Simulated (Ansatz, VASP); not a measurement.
**Two plane-wave programs on BeS**

File POSCAR:

```
BeS
1.0
    0.0000000000      2.4343062304      2.4343062304
    2.4343062304      0.0000000000      2.4343062304
    2.4343062304      2.4343062304      0.0000000000
Be S
1 1
Direct
    0.0000000000      0.0000000000      0.0000000000
    0.2500000000      0.2500000000      0.2500000000
```

INCAR.step1

```
SYSTEM = BeS
ALGO = Normal ; EDIFF = 1E-5
ENCUT = 520 ; GGA = PE
ISIF = 2 ; ISMEAR = 0
LASPH = .True. ; LREAL = .False.
LWAVE = .True. ; NBANDS = 11
NELM = 80 ; PREC = Accurate
SIGMA = 0.01
```

INCAR.step2

```
SYSTEM = BeS
AEXX = 0.1 ; ALGO = Normal
EDIFF = 1E-7 ; ENCUT = 520
GGA = PE ; HFSCREEN = 0.3
ISIF = 2 ; ISMEAR = 0
ISTART = 1 ; LASPH = .True.
LCHARG = .True. ; LELF = .True.
LHFCALC = .True. ; LREAL = .False.
LVHAR = .True. ; LWAVE = .False.
NBANDS = 11 ; NELM = 80
PREC = Accurate ; PRECFOCK = Normal
SIGMA = 0.01
```

File KPOINTS:

```
k-points
0
Gamma
  4 4 4
  0 0 0
```

Input for Ansatz:

```yaml
crystal:
  lattice:
    - [0.0, 2.4343062304, 2.4343062304]
    - [2.4343062304, 0.0, 2.4343062304]
    - [2.4343062304, 2.4343062304, 0.0]
  atoms:
    - { symbol: Be, position: [0.0, 0.0, 0.0] }
    - { symbol: S, position: [0.25, 0.25, 0.25] }
kpoints:
  mp_grid: { grid: [4, 4, 4] }
hamiltonian:
  xc: { exchange: pbe, correlation: pbe, exx: { coeff: 0.1, omega: 0.3 } }
scf:
  occupations: { method: fixed }
  n_extra_bands: 4
output:
  forces: true
  stress: true
  eigenvalues: true
```

Alike in both runs: task single point; functional PBE-based screened hybrid with a share of 0.1 of exact exchange and HFSCREEN = 0.3; k mesh 4 × 4 × 4; no spin polarisation.

|  | VASP | Ansatz |
| --- | --- | --- |
| version | VASP 6.6.1 | Ansatz 0.2.0 |
| potentials or method | VASP PAW PBE potentials, release 64 (Be, S) | plane waves |
| plane-wave cutoff (eV) | 520 | 420 |
| occupations | gaussian, width 0.01 eV | fixed |
| valence electrons in the cell | 8 | 8 |

```csv
,VASP,Ansatz,Ansatz less VASP
gap on the k mesh at the Fermi level (eV),3.42,3.42,+0.003
pressure (GPa),0.4,0.4,+0.04
```

VASP's potentials were made for PBE, not for PBE-based screened hybrid. Ansatz's warnings: stress exchange threshold loose, stress scf threshold loose.

The k mesh is coarse, so the values compare programs but aren't converged.
